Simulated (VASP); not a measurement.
Input of a VASP 6.6.1 run:

Contents of INCAR:

```
PREC     = Accurate       # precision mode
ENCUT    = 600            # plane-wave cutoff, eV
EDIFF    = 1E-6           # SCF threshold, eV
ISMEAR   = 0              # smearing method
SIGMA    = 0.02           # smearing width, eV
LREAL    = F              # projectors in reciprocal space
LASPH    = T              # aspherical terms in the spheres
NELM     = 120            # most SCF steps
ALGO     = Normal         # electronic algorithm
ISIF     = 2              # what is computed and relaxed
LWAVE    = F              # write WAVECAR
LCHARG   = F              # write CHGCAR
GGA      = CA             # functional
NBANDS   = 11             # bands
GGA_COMPAT= F
```

File KPOINTS:

```
regular mesh
0
Gamma
  8 8 8
```

File POSCAR:

```
BeS
1.0
    0.0000000000      2.3980339685      2.3980339685
    2.3980339685      0.0000000000      2.3980339685
    2.3980339685      2.3980339685      0.0000000000
Be S
1 1
Direct
    0.0000000000      0.0000000000      0.0000000000
    0.2500000000      0.2500000000      0.2500000000
```

Potentials or basis: VASP PAW LDA potentials, release 64 (Be, S).

Launch:

```console
$ cat potpaw_LDA.64/Be/POTCAR potpaw_LDA.64/S/POTCAR > POTCAR
$ mpirun -np 1 vasp_std > vasp.out
```

Problem. Predict the band gap on the k mesh.

Solution. 2.83 eV, indirect (least direct gap 5.53 eV).

Problem. What does it give for the pressure?

Solution. 0.1 GPa.

A k mesh can miss the band edges.
